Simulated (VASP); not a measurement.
# GaP (F-43m) in VASP: a series of runs

Runs on GaP. Level: LDA. Tasks: relaxation of cell and atoms.

Everything below comes from runs of VASP 6.6.1. Logs are shortened: lines on timing, memory, paths and dates and some standing lists are left out, and cuts for length are marked.

### Step 1. The cell of the first run

Symmetry: F-43m, No. 216, cubic system. The conventional cell has a = 5.391 Å, b = 5.391 Å, c = 5.391 Å, α = 90.00°, β = 90.00°, γ = 90.00°. Ga (site symmetry -43m) has 4 P at 2.33 Å within 3.1 Å. Within 3.1 Å of P (site symmetry -43m) lie 4 Ga at 2.33 Å.

### Step 2. Relaxation of cell and atoms, LDA, target pressure 6 GPa, at which the enthalpy is minimised

Input file INCAR:

```
SYSTEM = GaP
ALGO = Normal
EDIFF = 1E-7
EDIFFG = -0.001
ENCUT = 500
GGA = CA
GGA_COMPAT = .FALSE.
IBRION = 2
ISIF = 3
ISMEAR = 0
LASPH = .TRUE.
LCHARG = .FALSE.
LREAL = .FALSE.
LWAVE = .FALSE.
NELM = 120
NELMIN = 4
NSW = 80
PREC = Accurate
PSTRESS = 60.0
SIGMA = 0.01
```

Input file KPOINTS:

```
k-points
0
G
  8 8 8
  0 0 0
```

Input file POSCAR:

```
GaP
1.0
    0.0000000000      2.6956501129      2.6956501129
    2.6956501129      0.0000000000      2.6956501129
    2.6956501129      2.6956501129      0.0000000000
Ga P
1 1
Direct
    0.0000000000      0.0000000000      0.0000000000
    0.7500000000      0.7500000000      0.7500000000
```

Potentials or basis: VASP PAW LDA potentials, release 64 (Ga_d, P).

Run with:

```bash
$ cat potpaw_LDA.64/Ga_d/POTCAR potpaw_LDA.64/P/POTCAR > POTCAR
$ mpirun -np 1 vasp_std > vasp.out
```

OUTCAR:

```text
SYSTEM = GaP
   EDIFF = 1E-7
   EDIFFG = -0.001
   ENCUT = 500
   GGA = CA
   IBRION = 2
   ISIF = 3
   ISMEAR = 0
   LASPH = .TRUE.
   LREAL = .FALSE.
   NELM = 120
   NELMIN = 4
   NSW = 80
   PREC = Accurate
   PSTRESS = 60.0

 ion  position               nearest neighbor table
   1  0.000  0.000  0.000-   2 2.33   2 2.33   2 2.33   2 2.33
   2  0.750  0.750  0.750-   1 2.33   1 2.33   1 2.33   1 2.33

  LATTYP: Found a face centered cubic cell.
 ALAT       =     5.3913002258

  Lattice vectors:

 A1 = (   0.0000000000,   2.6956501129,   2.6956501129)
 A2 = (   2.6956501129,   0.0000000000,   2.6956501129)
 A3 = (   2.6956501129,   2.6956501129,   0.0000000000)

Analysis of symmetry for initial positions (statically):
=====================================================================
 Subroutine PRICEL returns:
 Original cell was already a primitive cell.

 Routine SETGRP: Setting up the symmetry group for a
 face centered cubic supercell.

 Subroutine GETGRP returns: Found 24 space group operations
 (whereof 24 operations were pure point group operations)
 out of a pool of 48 trial point group operations.

The static configuration has the point symmetry T_d .

Analysis of symmetry for dynamics (positions and initial velocities):
=====================================================================
 Subroutine PRICEL returns:
 Original cell was already a primitive cell.

 Routine SETGRP: Setting up the symmetry group for a
 face centered cubic supercell.

 Subroutine GETGRP returns: Found 24 space group operations
 (whereof 24 operations were pure point group operations)
 out of a pool of 48 trial point group operations.

The dynamic configuration has the point symmetry T_d .

 Subroutine INISYM returns: Found 24 space group operations
 (whereof 24 operations are pure point group operations),
 and found     1 'primitive' translations

----------------------------------------------------------------------------------------

                                     Primitive cell

  volume of cell :      39.1760

  direct lattice vectors                    reciprocal lattice vectors
     0.000000000  2.695650113  2.695650113    -0.185484013  0.185484013  0.185484013
     2.695650113  0.000000000  2.695650113     0.185484013 -0.185484013  0.185484013
     2.695650113  2.695650113  0.000000000     0.185484013  0.185484013 -0.185484013

[... 94 lines left out ...]
   NELECT =      18.0000    total number of electrons
   NUPDOWN=      -1.0000    fix difference up-down
   EMIN   =  10.00;   EMAX   =-10.00  energy-range for DOS
   EFERMI =   0.00;   METHOD = LEGACY
   ISMEAR =     0;   SIGMA  =   0.01  broadening in eV -4-tet -1-fermi 0-gaus
   EFERMI_NEDOS =   21; number of points for ismear=-14 and -15
   IALGO  =     38    algorithm
   IMIX   =      4    mixing-type and parameters
     AMIX     =   0.40;   BMIX     =  1.00
     AMIX_MAG =   1.60;   BMIX_MAG =  1.00
  volume/ion in A,a.u.               =      19.59       132.19
  Fermi-wavevector in a.u.,A,eV,Ry     =   1.263258  2.387212 21.712469  1.595821
  Thomas-Fermi vector in A             =   2.396624
   LORBIT       =      0    0 simple, 1 ext, 2 COOP (PROOUT), +10 PAW based schemes
   GGA     = CA    functional components
   LHFCALC =     F    Hartree Fock is set to
   AEXX    =    0.0000 exact exchange contribution
   IVDW    =     0    specifies the selected vdW correction
   LEPSILON=     F    determine dielectric tensor
   LRPA    =     F    only Hartree local field effects (RPA)
 conjugate gradient relaxation of ions
 non-spin polarized calculation
 Gauss-broadening in eV      SIGMA  =   0.01
  energy-cutoff  :      500.00
  volume of cell :       39.18
 maximum number of plane-waves:      1006
   NGX = 13   NGY = 13   NGZ = 13

--------------------------------------- Ionic step        1  -------------------------------------------

 number of electron      17.9999998 magnetization

 Free energy of the ion-electron system (eV)
  ---------------------------------------------------
  ext. energy  EPLUGINS =         0.00000000
  ---------------------------------------------------
  free energy    TOTEN  =       -10.45066228 eV

  energy without entropy =      -10.45066228  energy(sigma->0) =      -10.45066228

------------------------ aborting loop because EDIFF is reached ----------------------------------------

  FORCE on cell =-STRESS in cart. coord.  units (eV):
  Direction    XX          YY          ZZ          XY          YZ          ZX
  --------------------------------------------------------------------------------------
  -------------------------------------------------------------------------------------
  Total        0.0284161      0.0284161      0.0284161     -0.0000000     -0.0000000     -0.0000000
  in kB        1.1621301      1.1621301      1.1621301     -0.0000000     -0.0000000     -0.0000000
  external PRESSURE =     -58.8378699 kB  Pullay stress =      60.0000000 kB
[... 177 lines left out ...]
--------------------------------------- Ionic step        6  -------------------------------------------

 number of electron      17.9999991 magnetization

 Free energy of the ion-electron system (eV)
  ---------------------------------------------------
  ext. energy  EPLUGINS =         0.00000000
  ---------------------------------------------------
  free energy    TOTEN  =       -10.41104232 eV

  energy without entropy =      -10.41104232  energy(sigma->0) =      -10.41104232

 E-fermi :   5.5677     XC(G=0): -10.5715

 val. band max:        5.4808773049   @ k =   0.0000   0.0000   0.0000
 cond. band min:       6.7841733292   @ k =   0.5000   0.5000   0.0000
 fundamental gap:      1.3032960243
 Fermi energy:         5.5676697911

 k-point     1 :       0.0000    0.0000    0.0000
  band No.  band energies     occupation
      1      -9.4133      2.00000
      2      -9.4133      2.00000
      3      -9.4133      2.00000
      4      -9.2849      2.00000
      5      -9.2849      2.00000
      6      -7.7439      2.00000
      7       5.4809      2.00000
      8       5.4809      2.00000
      9       5.4809      2.00000
     10       7.8769      0.00000
     11       9.2386      0.00000
     12       9.2386      0.00000
     13       9.2386      0.00000
[... 354 lines left out ...]
  band No.  band energies     occupation
      1      -9.5266      2.00000
      2      -9.3737      2.00000
      3      -9.3570      2.00000
      4      -9.2928      2.00000
      5      -9.2754      2.00000
      6      -4.8840      2.00000
      7      -1.4778      2.00000
      8       1.9004      2.00000
      9       3.2620      2.00000
     10       9.0713      0.00000
     11       9.5921      0.00000
     12      12.1138      0.00000
     13      13.5513      0.00000

 [... further k-points ...]
[... 5 lines left out ...]
  --------------------------------------------------------------------------------------
  -------------------------------------------------------------------------------------
  Total        1.3858361      1.3858361      1.3858361      0.0000000      0.0000000      0.0000000
  in kB       60.0220880     60.0220880     60.0220880      0.0000000      0.0000000      0.0000000
  external PRESSURE =       0.0220880 kB  Pullay stress =      60.0000000 kB
[... 21 lines left out ...]
  energy  without entropy=      -10.4110423230  energy(sigma->0) =      -10.41104232

  enthalpy is  TOTEN    =        -9.0257162379 eV   P V=        1.3853260851

 reached required accuracy - stopping structural energy minimisation
```

OSZICAR:

```text
N       E                     dE             d eps       ncg     rms          rms(c)
DAV:   1     0.725087527971E+02    0.72509E+02   -0.93685E+03   786   0.194E+03
DAV:   2    -0.512019102022E+01   -0.77629E+02   -0.74616E+02   834   0.314E+02
DAV:   3    -0.106871468826E+02   -0.55670E+01   -0.55423E+01   954   0.726E+01
[... 52 lines left out ...]
DAV:   2    -0.104110597075E+02    0.63878E-04   -0.11559E-04   974   0.292E-01    0.237E-02
DAV:   3    -0.104110440922E+02    0.15615E-04   -0.16995E-05  1009   0.956E-02    0.581E-03
DAV:   4    -0.104110425753E+02    0.15170E-05   -0.17754E-06   957   0.206E-02    0.226E-03
DAV:   5    -0.104110423297E+02    0.24553E-06   -0.10034E-07   397   0.503E-03    0.629E-04
DAV:   6    -0.104110423230E+02    0.67853E-08   -0.25042E-08   377   0.234E-03
   6 F= -.90257162E+01 E0= -.90257162E+01  d E =-.777057E-05
```

It took 39 s on 1 thread of Intel Xeon Platinum 8375C at 2.90GHz (Ice Lake), shared host; peak memory 0.15 GiB.

What came out:

```yaml
Free_energy: -10.4110 eV
Relaxed_volume: 18.50 Å³/atom
Relaxed_cell: a = 3.740 Å, b = 3.740 Å, c = 3.740 Å, α = 60.00°, β = 60.00°, γ = 60.00°
Space_group_after_relaxing_to_0.05_Å: F-43m (No. 216)
Energy_change_on_relaxing_the_enthalpy_is_what_falls: +19.8 meV/atom
Ionic_steps: 6
Pressure_after_relaxing: 6.0 GPa
Band_gap_on_the_k_mesh: 1.30 eV, indirect (least direct gap 2.40 eV)
```

The path:
```tsv
step	energy change (eV)	largest force (eV/Å)	pressure (GPa)	volume (Å³)
1	0.0000	0.0000	0.12	39.18
2	0.1380	0.0000	12.20	35.24
3	0.0391	0.0000	5.95	37.01
4	0.0407	0.0000	6.10	36.96
5	0.0386	0.0000	5.90	37.02
6	0.0396	0.0000	6.00	36.99
```

Final structure:
```xyz
2
Lattice="0.0000 2.6446 2.6446 2.6446 0.0000 2.6446 2.6446 2.6446 0.0000" Properties=species:S:1:pos:R:3 pbc="T T T"
Ga    2.6446    0.0000    2.6446
P     3.9669    3.9669    3.9669
```

Caveat: the cell is relaxed towards a set pressure, so the enthalpy falls and the energy may rise. LDA usually gives volumes a few per cent too small.

### Step 3. Relaxation of cell and atoms, LDA, target pressure 6 GPa, at which the enthalpy is minimised

This run uses another cell than the first one, of 18.48 Å³/atom, 0.943 times its volume.

Input file INCAR:

```
SYSTEM = GaP
PREC = Accurate
ENCUT = 500
EDIFF = 1E-7
ISMEAR = 0
SIGMA = 0.01
LREAL = .FALSE.
LASPH = .TRUE.
NELM = 120
ALGO = Normal
ISIF = 3
LWAVE = .FALSE.
LCHARG = .FALSE.
IBRION = 2
NSW = 80
EDIFFG = -0.001
PSTRESS = 60.0
GGA_COMPAT = .FALSE.
NELMIN = 4
```

Input file KPOINTS:

```
Automatic mesh
0
G
  10 10 10
  0 0 0
```

Input file POSCAR:

```
GaP
1.0
    0.0000000000      2.6436846573      2.6436846573
    2.6436846573      0.0000000000      2.6436846573
    2.6436846573      2.6436846573      0.0000000000
Ga P
1 1
Direct
    0.0000000000      0.0000000000      0.0000000000
    0.7500000000      0.7500000000      0.7500000000
```

Potentials or basis: VASP PAW LDA potentials, release 64 (Ga_d, P).

Run with:

```bash
$ cat potpaw_LDA.64/Ga_d/POTCAR potpaw_LDA.64/P/POTCAR > POTCAR
$ mpirun -np 1 vasp_std > vasp.out
```

Wall time 29 s (1 thread of Intel Xeon Platinum 8375C at 2.90GHz (Ice Lake), shared host); peak memory 0.15 GiB.

Results (log left out):

```yaml
Free_energy: -10.4130 eV
Relaxed_volume: 18.50 Å³/atom
Relaxed_cell: a = 3.740 Å, b = 3.740 Å, c = 3.740 Å, α = 60.00°, β = 60.00°, γ = 60.00°
Space_group_after_relaxing_to_0.05_Å: F-43m (No. 216)
Energy_change_on_relaxing_the_enthalpy_is_what_falls: -0.7 meV/atom
Ionic_steps: 3
Pressure_after_relaxing: 6.0 GPa
Band_gap_on_the_k_mesh: 1.29 eV, indirect (least direct gap 2.40 eV)
```

The path:
```
step  energy change (eV)  largest force (eV/Å)  pressure (GPa)  volume (Å³)
   1              0.0000                0.0000            6.12        36.95
   2             -0.0027                0.0000            5.87        37.03
   3             -0.0014                0.0000            6.00        36.99
```

Final structure:
```
Ga P
1.0
     0.00000    2.64455    2.64455
     2.64455    0.00000    2.64455
     2.64455    2.64455    0.00000
Ga P
1 1
Cartesian
  0.0000 0.0000 0.0000
  3.9668 3.9668 3.9668
```

Levels at points of the mesh, in eV from the valence-band top:
| k point | band 5 | band 6 | band 7 | band 8 | band 9 | band 10 | band 11 | band 12 | band 13 |
| --- | --- | --- | --- | --- | --- | --- | --- | --- | --- |
| (0.00, 0.00, 0.00) | -14.76 | -13.22 | 0.00 | 0.00 | 0.00 | 2.40 | 3.76 | 3.76 | 3.76 |
| (0.50, 0.00, 0.00) | -14.75 | -10.83 | -7.25 | -1.27 | -1.27 | 1.80 | 4.60 | 4.60 | 8.20 |
| (0.50, 0.50, 0.00) | -14.74 | -9.79 | -7.28 | -3.04 | -3.04 | 1.30 | 1.58 | 11.14 | 11.14 |

Caveat: the cell is relaxed towards a set pressure, so the enthalpy falls and the energy may rise. A k mesh can miss the band edges.
